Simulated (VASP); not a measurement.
LiNbO3:

```
Li Nb O
1.0
     2.57565    1.48705    4.62180
    -2.57565    1.48705    4.62180
     0.00000   -2.97410    4.62180
Li Nb O
2 2 6
Direct
  0.30210 0.30210 0.30210
  0.80210 0.80210 0.80210
  0.01920 0.01920 0.01920
  0.51920 0.51920 0.51920
  0.13110 0.37830 0.74050
  0.74050 0.13110 0.37830
  0.37830 0.74050 0.13110
  0.24050 0.87830 0.63110
  0.87830 0.63110 0.24050
  0.63110 0.24050 0.87830
```

```yaml
Program: VASP 6.6.1
Task: relaxation of cell and atoms
Functional: PBE
Potentials_or_basis: VASP PAW PBE potentials, release 64 (Li_sv, Nb_sv, O)
Cutoff: 600 eV
k_mesh: 4 × 4 × 4
Occupations: gaussian, width 0.01 eV
Spin: no spin polarisation
```

At the start: pressure 4.0 GPa; volume 10.62 Å³/atom.

How do energy, volume and symmetry change on relaxing?

Over 31 steps the energy falls by 2.8 meV/atom and the volume is 10.85 Å³/atom (+2.1 %); space group R3c (No. 161, to 0.1 Å) before and after.

Step by step:
```
step  energy change (eV)  largest force (eV/Å)  pressure (GPa)  volume (Å³)
   1              0.0000                0.1978            3.98       106.21
   2              0.0191                0.4403           -4.62       110.32
   3             -0.0233                0.1747            0.14       107.93
   4             -0.0274                0.0673            0.04       108.31
   5             -0.0279                0.0137            0.03       108.49
   6             -0.0279                0.0148            0.01       108.51
   7             -0.0280                0.0100           -0.05       108.53
   8             -0.0280                0.0078           -0.10       108.55
   9             -0.0280                0.0088            0.07       108.46
  10             -0.0281                0.0062            0.02       108.50
  11             -0.0281                0.0072            0.03       108.50
  12             -0.0281                0.0069           -0.02       108.52
  13             -0.0281                0.0067           -0.02       108.51
  14             -0.0281                0.0062           -0.02       108.51
  15             -0.0281                0.0066            0.00       108.49
  16             -0.0281                0.0061            0.02       108.46
  17             -0.0281                0.0055            0.00       108.47
  18             -0.0281                0.0060           -0.04       108.49
  19             -0.0281                0.0057           -0.05       108.49
  20             -0.0281                0.0045           -0.04       108.49
  21             -0.0281                0.0045           -0.03       108.49
  22             -0.0281                0.0041           -0.03       108.48
  23             -0.0281                0.0031           -0.02       108.48
  24             -0.0281                0.0039           -0.01       108.48
  25             -0.0281                0.0028           -0.02       108.48
  26             -0.0281                0.0014           -0.02       108.48
  27             -0.0281                0.0027            0.03       108.47
  28             -0.0281                0.0029            0.03       108.47
  29             -0.0281                0.0022            0.02       108.47
  30             -0.0281                0.0013            0.02       108.48
  31             -0.0281                0.0013           -0.02       108.49
```

Final structure:
```
Li Nb O
1.0
     2.59094    1.49588    4.66541
    -2.59094    1.49588    4.66541
     0.00000   -2.99177    4.66541
Li Nb O
2 2 6
Cartesian
  0.0000 0.0000 4.2210
  0.0000 0.0000 11.2191
  0.0000 0.0000 0.2813
  0.0000 0.0000 7.2794
  -0.6436 -1.4555 5.8295
  1.5823 0.1704 5.8295
  -0.9387 1.2852 5.8295
  -1.6522 -0.2107 8.1622
  0.6436 1.5362 8.1622
  1.0086 -1.3255 8.1622
```

Caveat: the cutoff is under 1.25 times the usual one of these potentials, so pressure, stress and relaxed cells hold a basis-set (Pulay) error.
